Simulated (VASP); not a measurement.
# BN (P6_3mc) in VASP: a series of runs

BN is run at these levels: LDA, r2SCAN; tasks: single point.

Program: VASP 6.6.1. These are calculated values, not measurements. Logs are shortened: lines on timing, memory, paths and dates and some standing lists are left out, and cuts for length are marked.

## (1) The cell of the first run

It takes space group P6_3mc (No. 186, hexagonal). The conventional cell has a = 2.588 Å, b = 2.588 Å, c = 4.282 Å, α = 90.00°, β = 90.00°, γ = 120.00°. N (site symmetry 3m) has 4 B at 1.59 to 1.60 Å within 2.1 Å. Within 2.1 Å of B (site symmetry 3m) lie 4 N at 1.59 to 1.60 Å.

## (2) Single point, LDA

INCAR

```
PREC     = Accurate       # precision mode
ENCUT    = 520            # plane-wave cutoff, eV
EDIFF    = 1E-7           # SCF threshold, eV
ISMEAR   = -1             # smearing method
SIGMA    = 0.05           # smearing width, eV
LREAL    = F              # projectors in reciprocal space
LASPH    = T              # aspherical terms in the spheres
NELM     = 80             # most SCF steps
ALGO     = Normal         # electronic algorithm
ISIF     = 2              # what is computed and relaxed
LWAVE    = F              # write WAVECAR
LCHARG   = T              # write CHGCAR
LELF     = T              # ELF
LVHAR    = T            
NBANDS   = 16             # bands
```

KPOINTS

```
Automatic mesh
0
Gamma
  12 12 6
```

POSCAR

```
BN
1.0
    2.5875479243      0.0000000000      0.0000000000
   -1.2937739622      2.2408822359      0.0000000000
    0.0000000000      0.0000000000      4.2824778918
N B
2 2
Direct
    0.3333333333      0.6666666667      0.1252760000
    0.6666666667      0.3333333333      0.6252760000
    0.3333333333      0.6666666667      0.4997240000
    0.6666666667      0.3333333333      0.9997240000
```

Potentials or basis: VASP PAW LDA potentials, release 64 (N, B).

The run is started by

```sh
cat potpaw_LDA.64/N/POTCAR potpaw_LDA.64/B/POTCAR > POTCAR
mpirun -np 1 vasp_std > vasp.out
```

OUTCAR:

```text
PREC = Accurate
   ENCUT = 520
   EDIFF = 1E-7
   ISMEAR = -1
   LREAL = F
   LASPH = T
   NELM = 80
   ISIF = 2

 ion  position               nearest neighbor table
   1  0.333  0.667  0.125-   4 1.59   4 1.59   4 1.59   3 1.60
   2  0.667  0.333  0.625-   3 1.59   3 1.59   3 1.59   4 1.60
   3  0.333  0.667  0.500-   2 1.59   2 1.59   2 1.59   1 1.60
   4  0.667  0.333  1.000-   1 1.59   1 1.59   1 1.59   2 1.60

  LATTYP: Found a hexagonal cell.
 ALAT       =     2.5875479243
 C/A-ratio  =     1.6550332659

  Lattice vectors:

 A1 = (   2.5875479243,   0.0000000000,   0.0000000000)
 A2 = (  -1.2937739622,   2.2408822359,   0.0000000000)
 A3 = (   0.0000000000,   0.0000000000,   4.2824778918)

Analysis of symmetry for initial positions (statically):
=====================================================================
 Subroutine PRICEL returns:
 Original cell was already a primitive cell.

 Routine SETGRP: Setting up the symmetry group for a
 hexagonal supercell.

 Subroutine GETGRP returns: Found 12 space group operations
 (whereof  6 operations were pure point group operations)
 out of a pool of 24 trial point group operations.

The static configuration has the point symmetry C_3v.
 The point group associated with its full space group is C_6v.

Analysis of symmetry for dynamics (positions and initial velocities):
=====================================================================
 Subroutine PRICEL returns:
 Original cell was already a primitive cell.

 Routine SETGRP: Setting up the symmetry group for a
 hexagonal supercell.

 Subroutine GETGRP returns: Found 12 space group operations
 (whereof  6 operations were pure point group operations)
 out of a pool of 24 trial point group operations.

The dynamic configuration has the point symmetry C_3v.
 The point group associated with its full space group is C_6v.

 Subroutine INISYM returns: Found 12 space group operations
 (whereof  6 operations are pure point group operations),
 and found     1 'primitive' translations

----------------------------------------------------------------------------------------

                                     Primitive cell

  volume of cell :      24.8315

  direct lattice vectors                    reciprocal lattice vectors
     2.587547924  0.000000000  0.000000000     0.386466272  0.223126406  0.000000000
    -1.293773962  2.240882236  0.000000000     0.000000000  0.446252812  0.000000000
     0.000000000  0.000000000  4.282477892     0.000000000  0.000000000  0.233509670

  length of vectors
     2.587547924  2.587547924  4.282477892     0.446252812  0.446252812  0.233509670

  position of ions in fractional coordinates (direct lattice)
     0.333333333  0.666666667  0.125276000
     0.666666667  0.333333333  0.625276000
     0.333333333  0.666666667  0.499724000
     0.666666667  0.333333333  0.999724000

  ion indices of the primitive-cell ions
   primitive index   ion index
                 1           1
                 2           2
                 3           3
                 4           4

----------------------------------------------------------------------------------------

 KPOINTS: Automatic mesh

Automatic generation of k-mesh.
 Grid dimensions read from file:
 generate k-points for:   12   12    6

 Generating k-lattice:

  Cartesian coordinates                     Fractional coordinates (reciprocal lattice)
     0.032205523  0.018593867  0.000000000     0.083333333  0.000000000  0.000000000
     0.000000000  0.037187734  0.000000000     0.000000000  0.083333333  0.000000000
     0.000000000  0.000000000  0.038918278     0.000000000  0.000000000  0.166666667

  Length of vectors
     0.037187734  0.037187734  0.038918278

  Shift w.r.t. Gamma in fractional coordinates (k-lattice)
     0.000000000  0.000000000  0.000000000

 Subroutine IBZKPT returns following result:
 ===========================================

 Found     76 irreducible k-points:

 Following reciprocal coordinates:
            Coordinates               Weight
  0.000000  0.000000  0.000000      1.000000
  0.083333  0.000000  0.000000      6.000000
  0.166667 -0.000000  0.000000      6.000000
  0.250000 -0.000000  0.000000      6.000000
  0.333333 -0.000000  0.000000      6.000000
  0.416667  0.000000  0.000000      6.000000
[... 16 lines left out ...]
  0.250000 -0.000000  0.166667     12.000000
  0.333333 -0.000000  0.166667     12.000000
 [... further k-points ...]
   k-points           NKPTS =     76   k-points in BZ     NKDIM =     76   number of bands    NBANDS=     16
   number of dos      NEDOS =    301   number of ions     NIONS =      4
   total plane-waves  NPLWV =  12800
   dimension x,y,z NGX =    20 NGY =   20 NGZ =   32
   dimension x,y,z NGXF=    40 NGYF=   40 NGZF=   64
   ions per type =               2   2
   NGX,Y,Z   is equivalent  to a cutoff of  12.85, 12.85, 12.42 a.u.
   NGXF,Y,Z  is equivalent  to a cutoff of  25.70, 25.70, 24.84 a.u.
 SYSTEM =  unknown system
   PREC   = accura    normal or accurate (medium, high low for compatibility)
   ISTART =      0    job   : 0-new  1-cont  2-samecut
   ICHARG =      2    charge: 1-file 2-atom 10-const
   ISPIN  =      1    spin polarized calculation?
   LNONCOLLINEAR =      F non collinear calculations
   LSORBIT =      F    spin-orbit coupling
   LASPH  =      T    aspherical Exc in radial PAW
   ENCUT  =  520.0 eV  38.22 Ry    6.18 a.u.   4.81  4.81  7.96*2*pi/ulx,y,z
   NELM   =     80;   NELMIN=  2; NELMDL= -5     # of ELM steps
   EDIFF  = 0.1E-06   stopping-criterion for ELM
   LREAL  =      F    real-space projection
   EDIFFG = 0.1E-05   stopping-criterion for IOM
   NSW    =      0    number of steps for IOM
   IBRION =     -1    ionic relax: 0-MD 1-quasi-New 2-CG
   NFREE  =      0    steps in history (QN), initial steepest desc. (CG)
   ISIF   =      2    stress and relaxation
   ISYM   =      2    0-nonsym 1-usesym 2-fastsym
   POTIM  = 0.5000    time-step for ionic-motion
   TEBEG  =    0.0;   TEEND  =   0.0 temperature during run
   PSTRESS=    0.0 pullay stress
   NELECT =      16.0000    total number of electrons
   NUPDOWN=      -1.0000    fix difference up-down
   EMIN   =  10.00;   EMAX   =-10.00  energy-range for DOS
   EFERMI =   0.00;   METHOD = LEGACY
   ISMEAR =    -1;   SIGMA  =   0.05  broadening in eV -4-tet -1-fermi 0-gaus
   EFERMI_NEDOS =   21; number of points for ismear=-14 and -15
   IALGO  =     38    algorithm
   IMIX   =      4    mixing-type and parameters
     AMIX     =   0.40;   BMIX     =  1.00
     AMIX_MAG =   1.60;   BMIX_MAG =  1.00
  volume/ion in A,a.u.               =       6.21        41.89
  Fermi-wavevector in a.u.,A,eV,Ry     =   1.413993  2.672060 27.203170  1.999377
  Thomas-Fermi vector in A             =   2.535581
   LORBIT       =      0    0 simple, 1 ext, 2 COOP (PROOUT), +10 PAW based schemes
   GGA     = CA    functional components
   LHFCALC =     F    Hartree Fock is set to
   AEXX    =    0.0000 exact exchange contribution
   IVDW    =     0    specifies the selected vdW correction
   LEPSILON=     F    determine dielectric tensor
   LRPA    =     F    only Hartree local field effects (RPA)
 non-spin polarized calculation
  energy-cutoff  :      520.00
  volume of cell :       24.83
 maximum number of plane-waves:       681
 NGX is ok and might be reduce to    20
   NGX =  9   NGY =  9   NGZ = 15

 number of electron      16.0000002 magnetization

 Free energy of the ion-electron system (eV)
  ---------------------------------------------------
  ext. energy  EPLUGINS =         0.00000000
  ---------------------------------------------------
  free energy    TOTEN  =       -38.60859004 eV

  energy without entropy =      -38.60859004  energy(sigma->0) =      -38.60859004

 E-fermi :   7.9270     XC(G=0): -12.8591

 val. band max:        6.9286093098   @ k =   0.0000   0.0000   0.0000
 cond. band min:      11.9467492284   @ k =   0.3333   0.3333   0.0000
 fundamental gap:      5.0181399186
 Fermi energy:         7.9270167900

 k-point     1 :       0.0000    0.0000    0.0000
  band No.  band energies     occupation
      1     -12.7563      2.00000
      2      -8.7717      2.00000
      3      -3.5614      2.00000
      4       4.9043      2.00000
      5       4.9043      2.00000
      6       6.6623      2.00000
[... 8 lines left out ...]
     15      18.3196      0.00000
     16      22.2714      0.00000

 k-point     2 :       0.0833    0.0000    0.0000
  band No.  band energies     occupation
      1     -12.6105      2.00000
      2      -8.6603      2.00000
      3      -3.4166      2.00000
      4       4.2380      2.00000
      5       4.6350      2.00000
      6       6.3723      2.00000
[... 8 lines left out ...]
     15      18.7310      0.00000
     16      22.0711      0.00000

 k-point     3 :       0.1667   -0.0000    0.0000
  band No.  band energies     occupation
      1     -12.1776      2.00000
      2      -8.3414      2.00000
      3      -2.9880      2.00000
      4       2.6364      2.00000
      5       4.0017      2.00000
      6       5.0081      2.00000
[... 8 lines left out ...]
     15      19.7999      0.00000
     16      21.5178      0.00000

 k-point     4 :       0.2500   -0.0000    0.0000
  band No.  band energies     occupation
      1     -11.4747      2.00000
      2      -7.8755      2.00000
      3      -2.2959      2.00000
      4       0.7391      2.00000
      5       3.2912      2.00000
      6       3.3065      2.00000
[... 8 lines left out ...]
     15      21.1766      0.00000
     16      21.5705      0.00000
[... 324 lines left out ...]
 k-point    22 :       0.1667   -0.0000    0.1667
  band No.  band energies     occupation
      1     -12.0206      2.00000
      2      -8.8444      2.00000
      3      -2.2314      2.00000
      4       2.7753      2.00000
      5       4.1272      2.00000
      6       4.5839      2.00000
[... 8 lines left out ...]
     15      19.5059      0.00000
     16      21.4586      0.00000

 k-point    23 :       0.2500   -0.0000    0.1667
  band No.  band energies     occupation
      1     -11.3226      2.00000
      2      -8.3219      2.00000
      3      -1.6808      2.00000
      4       0.9499      2.00000
      5       2.8909      2.00000
      6       3.4239      2.00000
[... 8 lines left out ...]
     15      20.8646      0.00000
     16      21.6232      0.00000

 k-point    24 :       0.3333   -0.0000    0.1667
  band No.  band energies     occupation
      1     -10.4004      2.00000
      2      -7.7619      2.00000
      3      -1.5374      2.00000
      4      -0.1445      2.00000
      5       1.1818      2.00000
      6       2.8296      2.00000
[... 8 lines left out ...]
     15      22.1461      0.00000
     16      22.3459      0.00000

 [... further k-points ...]
[... 5 lines left out ...]
  --------------------------------------------------------------------------------------
  -------------------------------------------------------------------------------------
  Total       -3.9744681     -3.9744681     -4.0655965      0.0000000      0.0000000      0.0000000
  in kB     -256.4407457   -256.4407457   -262.3205372      0.0000000      0.0000000      0.0000000
  external PRESSURE =    -258.4006762 kB  Pullay stress =       0.0000000 kB

 VOLUME and BASIS-vectors are now :
 -----------------------------------------------------------------------------
  energy-cutoff  :      520.00
  volume of cell :       24.83
      direct lattice vectors                 reciprocal lattice vectors
     2.587547924  0.000000000  0.000000000     0.386466272  0.223126406  0.000000000
    -1.293773962  2.240882236  0.000000000     0.000000000  0.446252812  0.000000000
     0.000000000  0.000000000  4.282477892     0.000000000  0.000000000  0.233509670

 POSITION                                       TOTAL-FORCE (eV/Angst)
 -----------------------------------------------------------------------------------
     -0.00000      1.49392      0.53649        -0.000000     -0.000000     -0.049451
      1.29377      0.74696      2.67773        -0.000000      0.000000     -0.049451
     -0.00000      1.49392      2.14006         0.000000      0.000000      0.049451
      1.29377      0.74696      4.28130         0.000000      0.000000      0.049451
 -----------------------------------------------------------------------------------
    total drift:                               -0.000000      0.000000      0.000106

  FREE ENERGIE OF THE ION-ELECTRON SYSTEM (eV)
  ---------------------------------------------------
  free  energy   TOTEN  =       -38.6085900364 eV

  energy  without entropy=      -38.6085900364  energy(sigma->0) =      -38.60859004
```

Run time: 10 s. Hardware: 1 thread of Intel Xeon 6975P-C (Granite Rapids), shared host; peak memory 0.13 GiB.

What came out:

```yaml
Free_energy: -38.6086 eV
Pressure: -25.8 GPa
Largest_force: 0.049 eV/Å
Band_gap_on_the_k_mesh: 5.02 eV, indirect (least direct gap 7.91 eV)
```

Forces in eV/Å, atoms in the order of the input:
```
N    0.000  0.000 -0.049
N    0.000  0.000 -0.049
B    0.000  0.000  0.049
B    0.000  0.000  0.049
```

Stress tensor (GPa, compression positive):
```
-25.64   0.00   0.00
  0.00 -25.64   0.00
  0.00   0.00 -26.23
```

Levels at points of the mesh, in eV from the valence-band top:
| k point | band 5 | band 6 | band 7 | band 8 | band 9 | band 10 | band 11 | band 12 |
| --- | --- | --- | --- | --- | --- | --- | --- | --- |
| (0.00, 0.00, 0.00) | -2.02 | -0.27 | 0.00 | 0.00 | 8.04 | 8.04 | 8.19 | 9.01 |
| (0.50, 0.00, 0.00) | -6.63 | -4.76 | -4.22 | -2.02 | 6.43 | 7.65 | 10.20 | 10.94 |
| (0.00, 0.00, 0.50) | -1.12 | -1.12 | -1.12 | -1.12 | 9.01 | 9.01 | 9.53 | 9.53 |
| (0.50, 0.00, 0.50) | -3.60 | -3.60 | -3.42 | -3.42 | 6.30 | 6.30 | 9.63 | 9.63 |

## (3) Single point, LDA

This run uses another cell than the first one, of 6.33 Å³/atom, 1.019 times its volume.

INCAR

```
SYSTEM = BN
ALGO = Normal ; EDIFF = 1E-6
ENCUT = 520 ; GGA = CA
ISIF = 2 ; ISMEAR = -1
LASPH = .TRUE. ; LCHARG = .FALSE.
LREAL = .FALSE. ; LWAVE = .FALSE.
NBANDS = 16 ; NELM = 100
PREC = Accurate ; SIGMA = 0.05
```

KPOINTS

```
k-points
0
G
  12 12 6
  0 0 0
```

POSCAR

```
BN
1.0
    2.6040295656      0.0000000000      0.0000000000
   -1.3020147828      2.2551557560      0.0000000000
    0.0000000000      0.0000000000      4.3097555565
N B
2 2
Direct
    0.3333333333      0.6666666667      0.1252760000
    0.6666666667      0.3333333333      0.6252760000
    0.3333333333      0.6666666667      0.4997240000
    0.6666666667      0.3333333333      0.9997240000
```

Potentials or basis: VASP PAW LDA potentials, release 64 (N, B).

The run is started by

```sh
cat potpaw_LDA.64/N/POTCAR potpaw_LDA.64/B/POTCAR > POTCAR
mpirun -np 1 vasp_std > vasp.out
```

Wall time 9.2 s (1 thread of Intel Xeon 6975P-C (Granite Rapids), shared host); peak memory 0.13 GiB.

The run converged. Its results:

```yaml
Free_energy: -38.5238 eV
Pressure: -31.4 GPa
Largest_force: 0.062 eV/Å
Band_gap_on_the_k_mesh: 5.04 eV, indirect (least direct gap 7.82 eV)
```

Forces in eV/Å, atoms in the order of the input:
```
N    0.000  0.000 -0.062
N    0.000  0.000 -0.062
B    0.000  0.000  0.062
B    0.000  0.000  0.062
```

Stress tensor (GPa, compression positive):
```
-31.21   0.00   0.00
  0.00 -31.21   0.00
  0.00   0.00 -31.87
```

Levels at points of the mesh, in eV from the valence-band top:
```tsv
k point	band 4	band 5	band 6	band 7	band 8	band 9	band 10	band 11	band 12	band 13
(0.00, 0.00, 0.00)	-1.99	-1.99	-0.26	0.00	0.00	7.96	7.96	8.07	8.78	9.82
(0.50, 0.00, 0.00)	-7.39	-6.52	-4.67	-4.13	-1.98	6.36	7.58	10.10	10.74	12.08
(0.00, 0.00, 0.50)	-5.42	-1.10	-1.10	-1.10	-1.10	8.83	8.83	9.43	9.43	9.43
(0.50, 0.00, 0.50)	-9.48	-3.53	-3.53	-3.36	-3.36	6.22	6.22	9.50	9.50	13.44
```

A k mesh can miss the band edges. Expect the measured gap to be larger: semilocal functionals such as LDA lack the derivative discontinuity.

(Part 1 of 2 ends here.)
